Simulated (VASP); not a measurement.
# TiB2 (P6/mmm) in VASP: notebook

The runs below take TiB2 through single point, with PBE.

All numbers are computed with VASP 6.6.1; they aren't measurements. Logs are shortened: lines on timing, memory, paths and dates and some standing lists are left out, and cuts for length are marked.

### 1 The cell of the first run

The structure is hexagonal, space group P6/mmm (No. 191). Conventional cell: a = 3.017 Å, b = 3.017 Å, c = 3.224 Å, α = 90.00°, β = 90.00°, γ = 120.00°. Ti (site symmetry 6/mmm) has 12 B at 2.37 Å and 6 Ti at 3.02 Å within 3.1 Å. B (site symmetry -6m2) has 3 B at 1.74 Å within 2.3 Å.

### 2 Single point, PBE (strain -0.0050 x Voigt [1, 1, 0, 0, 0, 0])

File INCAR:

```
SYSTEM = TiB2
ALGO = Normal ; EDIFF = 1E-6
ENCUT = 520 ; GGA = PE
ISIF = 2 ; ISMEAR = 0
LASPH = .TRUE. ; LCHARG = .FALSE.
LREAL = .FALSE. ; LWAVE = .FALSE.
NBANDS = 16 ; NELM = 80
PREC = Accurate ; SIGMA = 0.15
```

File KPOINTS:

```
k-points
0
G
  18 18 14
  0 0 0
```

File POSCAR:

```
TiB2
1.0
    3.0166458287      0.0000000000      0.0000000000
   -1.5083229144      2.6124919218      0.0000000000
    0.0000000000      0.0000000000      3.2242295241
Ti B
1 2
Direct
    0.0000000000      0.0000000000      0.0000000000
    0.3333333333      0.6666666667      0.5000000000
    0.6666666667      0.3333333333      0.5000000000
```

Potentials or basis: VASP PAW PBE potentials, release 64 (Ti_sv, B).

Run with:

```bash
cat potpaw_PBE.64/Ti_sv/POTCAR potpaw_PBE.64/B/POTCAR > POTCAR
mpirun -np 1 vasp_std > vasp.out
```

OUTCAR:

```text
SYSTEM = TiB2
   EDIFF = 1E-6
   ENCUT = 520
   GGA = PE
   ISIF = 2
   ISMEAR = 0
   LASPH = .TRUE.
   LREAL = .FALSE.
   NELM = 80
   PREC = Accurate

 ion  position               nearest neighbor table
   1  0.000  0.000  0.000-   2 2.37   3 2.37   2 2.37   3 2.37   2 2.37   2 2.37   3 2.37   3 2.37
                             3 2.37   3 2.37   2 2.37   2 2.37
   2  0.333  0.667  0.500-   3 1.74   3 1.74   3 1.74   1 2.37   1 2.37   1 2.37   1 2.37   1 2.37
                             1 2.37
   3  0.667  0.333  0.500-   2 1.74   2 1.74   2 1.74   1 2.37   1 2.37   1 2.37   1 2.37   1 2.37
                             1 2.37

  LATTYP: Found a hexagonal cell.
 ALAT       =     3.0166458287
 C/A-ratio  =     1.0688127501

  Lattice vectors:

 A1 = (   3.0166458287,   0.0000000000,   0.0000000000)
 A2 = (  -1.5083229144,   2.6124919218,   0.0000000000)
 A3 = (   0.0000000000,   0.0000000000,   3.2242295241)

Analysis of symmetry for initial positions (statically):
=====================================================================
 Subroutine PRICEL returns:
 Original cell was already a primitive cell.

 Routine SETGRP: Setting up the symmetry group for a
 hexagonal supercell.

 Subroutine GETGRP returns: Found 24 space group operations
 (whereof 24 operations were pure point group operations)
 out of a pool of 24 trial point group operations.

The static configuration has the point symmetry D_6h.

Analysis of symmetry for dynamics (positions and initial velocities):
=====================================================================
 Subroutine PRICEL returns:
 Original cell was already a primitive cell.

 Routine SETGRP: Setting up the symmetry group for a
 hexagonal supercell.

 Subroutine GETGRP returns: Found 24 space group operations
 (whereof 24 operations were pure point group operations)
 out of a pool of 24 trial point group operations.

The dynamic configuration has the point symmetry D_6h.

 Subroutine INISYM returns: Found 24 space group operations
 (whereof 24 operations are pure point group operations),
 and found     1 'primitive' translations

----------------------------------------------------------------------------------------

                                     Primitive cell

  volume of cell :      25.4100

  direct lattice vectors                    reciprocal lattice vectors
     3.016645829  0.000000000  0.000000000     0.331494003  0.191388152  0.000000000
    -1.508322914  2.612491922  0.000000000     0.000000000  0.382776303  0.000000000
     0.000000000  0.000000000  3.224229524     0.000000000  0.000000000  0.310151617

  length of vectors
     3.016645829  3.016645829  3.224229524     0.382776303  0.382776303  0.310151617

  position of ions in fractional coordinates (direct lattice)
     0.000000000  0.000000000  0.000000000
     0.333333333  0.666666667  0.500000000
     0.666666667  0.333333333  0.500000000

  ion indices of the primitive-cell ions
   primitive index   ion index
                 1           1
                 2           2
                 3           3

----------------------------------------------------------------------------------------

 KPOINTS: k-points

Automatic generation of k-mesh.
 Grid dimensions read from file:
 generate k-points for:   18   18   14

 Generating k-lattice:

  Cartesian coordinates                     Fractional coordinates (reciprocal lattice)
     0.018416333  0.010632675  0.000000000     0.055555556  0.000000000  0.000000000
     0.000000000  0.021265350  0.000000000     0.000000000  0.055555556  0.000000000
     0.000000000  0.000000000  0.022153687     0.000000000  0.000000000  0.071428571

  Length of vectors
     0.021265350  0.021265350  0.022153687

  Shift w.r.t. Gamma in fractional coordinates (k-lattice)
     0.000000000  0.000000000  0.000000000

 Subroutine IBZKPT returns following result:
 ===========================================

 Found    296 irreducible k-points:

 Following reciprocal coordinates:
            Coordinates               Weight
  0.000000  0.000000  0.000000      1.000000
  0.055556  0.000000  0.000000      6.000000
  0.111111  0.000000  0.000000      6.000000
  0.166667  0.000000  0.000000      6.000000
  0.222222  0.000000  0.000000      6.000000
  0.277778  0.000000  0.000000      6.000000
[... 16 lines left out ...]
  0.333333  0.111111  0.000000     12.000000
  0.388889  0.111111  0.000000     12.000000
 [... further k-points ...]
   k-points           NKPTS =    296   k-points in BZ     NKDIM =    296   number of bands    NBANDS=     16
   number of dos      NEDOS =    301   number of ions     NIONS =      3
   total plane-waves  NPLWV =  13824
   dimension x,y,z NGX =    24 NGY =   24 NGZ =   24
   dimension x,y,z NGXF=    48 NGYF=   48 NGZF=   48
   ions per type =               1   2
   NGX,Y,Z   is equivalent  to a cutoff of  13.23, 13.23, 12.37 a.u.
   NGXF,Y,Z  is equivalent  to a cutoff of  26.45, 26.45, 24.75 a.u.
 SYSTEM =  TiB2
   PREC   = accura    normal or accurate (medium, high low for compatibility)
   ISTART =      0    job   : 0-new  1-cont  2-samecut
   ICHARG =      2    charge: 1-file 2-atom 10-const
   ISPIN  =      1    spin polarized calculation?
   LNONCOLLINEAR =      F non collinear calculations
   LSORBIT =      F    spin-orbit coupling
   LASPH  =      T    aspherical Exc in radial PAW
   ENCUT  =  520.0 eV  38.22 Ry    6.18 a.u.   5.61  5.61  5.99*2*pi/ulx,y,z
   NELM   =     80;   NELMIN=  2; NELMDL= -5     # of ELM steps
   EDIFF  = 0.1E-05   stopping-criterion for ELM
   LREAL  =      F    real-space projection
   EDIFFG = 0.1E-04   stopping-criterion for IOM
   NSW    =      0    number of steps for IOM
   IBRION =     -1    ionic relax: 0-MD 1-quasi-New 2-CG
   NFREE  =      0    steps in history (QN), initial steepest desc. (CG)
   ISIF   =      2    stress and relaxation
   ISYM   =      2    0-nonsym 1-usesym 2-fastsym
   POTIM  = 0.5000    time-step for ionic-motion
   TEBEG  =    0.0;   TEEND  =   0.0 temperature during run
   PSTRESS=    0.0 pullay stress
   NELECT =      18.0000    total number of electrons
   NUPDOWN=      -1.0000    fix difference up-down
   EMIN   =  10.00;   EMAX   =-10.00  energy-range for DOS
   EFERMI =   0.00;   METHOD = LEGACY
   ISMEAR =     0;   SIGMA  =   0.15  broadening in eV -4-tet -1-fermi 0-gaus
   EFERMI_NEDOS =   21; number of points for ismear=-14 and -15
   IALGO  =     38    algorithm
   IMIX   =      4    mixing-type and parameters
     AMIX     =   0.40;   BMIX     =  1.00
     AMIX_MAG =   1.60;   BMIX_MAG =  1.00
  volume/ion in A,a.u.               =       8.47        57.16
  Fermi-wavevector in a.u.,A,eV,Ry     =   1.459365  2.757800 28.976956  2.129746
  Thomas-Fermi vector in A             =   2.575941
   LORBIT       =      0    0 simple, 1 ext, 2 COOP (PROOUT), +10 PAW based schemes
   GGA     = PE    functional components
   LHFCALC =     F    Hartree Fock is set to
   AEXX    =    0.0000 exact exchange contribution
   IVDW    =     0    specifies the selected vdW correction
   LEPSILON=     F    determine dielectric tensor
   LRPA    =     F    only Hartree local field effects (RPA)
 non-spin polarized calculation
 Gauss-broadening in eV      SIGMA  =   0.15
  energy-cutoff  :      520.00
  volume of cell :       25.41
 maximum number of plane-waves:       702
 NGX is ok and might be reduce to    24
   NGX = 11   NGY = 11   NGZ = 11

 number of electron      18.0000002 magnetization

 Free energy of the ion-electron system (eV)
  ---------------------------------------------------
  ext. energy  EPLUGINS =         0.00000000
  ---------------------------------------------------
  free energy    TOTEN  =       -24.42833163 eV

  energy without entropy =      -24.42454617  energy(sigma->0) =      -24.42643890

 E-fermi :  10.1433     XC(G=0): -12.8142

 val. band max:       10.1412952046   @ k =   0.0556   0.0556   0.5000
 cond. band min:      10.1529599340   @ k =   0.0000   0.0000   0.2143
 fundamental gap:      0.0116647294
 Fermi energy:        10.1432707063

 k-point     1 :       0.0000    0.0000    0.0000
  band No.  band energies     occupation
      1     -46.8328      2.00000
      2     -23.1903      2.00000
      3     -22.8620      2.00000
      4     -22.8620      2.00000
      5      -3.4616      2.00000
      6       7.5013      2.00000
[... 8 lines left out ...]
     15      15.9363      0.00000
     16      17.1562      0.00000

 k-point     2 :       0.0556    0.0000    0.0000
  band No.  band energies     occupation
      1     -46.8311      2.00000
      2     -23.1881      2.00000
      3     -22.8751      2.00000
      4     -22.8650      2.00000
      5      -3.4015      2.00000
      6       7.3258      2.00000
[... 8 lines left out ...]
     15      16.3298      0.00000
     16      17.3430      0.00000

 k-point     3 :       0.1111    0.0000    0.0000
  band No.  band energies     occupation
      1     -46.8261      2.00000
      2     -23.1818      2.00000
      3     -22.9126      2.00000
      4     -22.8735      2.00000
      5      -3.2229      2.00000
      6       6.8356      2.00000
[... 8 lines left out ...]
     15      17.2325      0.00000
     16      17.9147      0.00000

 k-point     4 :       0.1667    0.0000    0.0000
  band No.  band energies     occupation
      1     -46.8185      2.00000
      2     -23.1722      2.00000
      3     -22.9697      2.00000
      4     -22.8864      2.00000
      5      -2.9302      2.00000
      6       6.1232      2.00000
[... 8 lines left out ...]
     15      18.3842      0.00000
     16      18.4037      0.00000
[... 324 lines left out ...]
 k-point    22 :       0.2778    0.1111    0.0000
  band No.  band energies     occupation
      1     -46.7874      2.00000
      2     -23.1781      2.00000
      3     -23.1328      2.00000
      4     -22.9598      2.00000
      5      -1.2830      2.00000
      6       3.5178      2.00000
[... 8 lines left out ...]
     15      18.0570      0.00000
     16      19.3357      0.00000

 k-point    23 :       0.3333    0.1111    0.0000
  band No.  band energies     occupation
      1     -46.7802      2.00000
      2     -23.2254      2.00000
      3     -23.1237      2.00000
      4     -22.9763      2.00000
      5      -0.6185      2.00000
      6       2.6318      2.00000
[... 8 lines left out ...]
     15      18.0662      0.00000
     16      19.2056      0.00000

 k-point    24 :       0.3889    0.1111    0.0000
  band No.  band energies     occupation
      1     -46.7755      2.00000
      2     -23.2561      2.00000
      3     -23.1178      2.00000
      4     -22.9871      2.00000
      5       0.1163      2.00000
      6       1.7568      2.00000
[... 8 lines left out ...]
     15      18.0689      0.00000
     16      19.0731      0.00000

 [... further k-points ...]

------------------------ aborting loop because EDIFF is reached ----------------------------------------

  FORCE on cell =-STRESS in cart. coord.  units (eV):
  Direction    XX          YY          ZZ          XY          YZ          ZX
  --------------------------------------------------------------------------------------
  -------------------------------------------------------------------------------------
  Total        0.6236509      0.6236509      0.2057206     -0.0000000      0.0000000      0.0000000
  in kB       39.3230262     39.3230262     12.9712863     -0.0000000      0.0000000      0.0000000
  external PRESSURE =      30.5391129 kB  Pullay stress =       0.0000000 kB

 VOLUME and BASIS-vectors are now :
 -----------------------------------------------------------------------------
  energy-cutoff  :      520.00
  volume of cell :       25.41
      direct lattice vectors                 reciprocal lattice vectors
     3.016645829  0.000000000  0.000000000     0.331494003  0.191388152  0.000000000
    -1.508322914  2.612491922  0.000000000     0.000000000  0.382776303  0.000000000
     0.000000000  0.000000000  3.224229524     0.000000000  0.000000000  0.310151617

 POSITION                                       TOTAL-FORCE (eV/Angst)
 -----------------------------------------------------------------------------------
      0.00000      0.00000      0.00000        -0.000000      0.000000      0.000000
     -0.00000      1.74166      1.61211        -0.000000      0.000000      0.000000
      1.50832      0.87083      1.61211         0.000000     -0.000000     -0.000000
 -----------------------------------------------------------------------------------
    total drift:                               -0.000000      0.000000      0.000000

  FREE ENERGIE OF THE ION-ELECTRON SYSTEM (eV)
  ---------------------------------------------------
  free  energy   TOTEN  =       -24.4283316346 eV

  energy  without entropy=      -24.4245461669  energy(sigma->0) =      -24.42643890
```

Run time: 60 s. Hardware: 1 thread of AMD EPYC 9R14 (Zen 4), shared host; peak memory 0.2 GiB.

Results:

```
Free energy            : -24.4283 eV
Pressure               : 3.1 GPa
Band gap on the k mesh : zero (band 9 reaches 10.54 eV, above the bottom of band 10 at 9.89 eV)
```

Stress tensor (GPa, compression positive):
```
3.93 0.00 0.00
0.00 3.93 0.00
0.00 0.00 1.30
```

Caveat: the cell differs from its parent crystal (strain -0.0050 x Voigt [1, 1, 0, 0, 0, 0]).

(Part 1 of 2 ends here.)
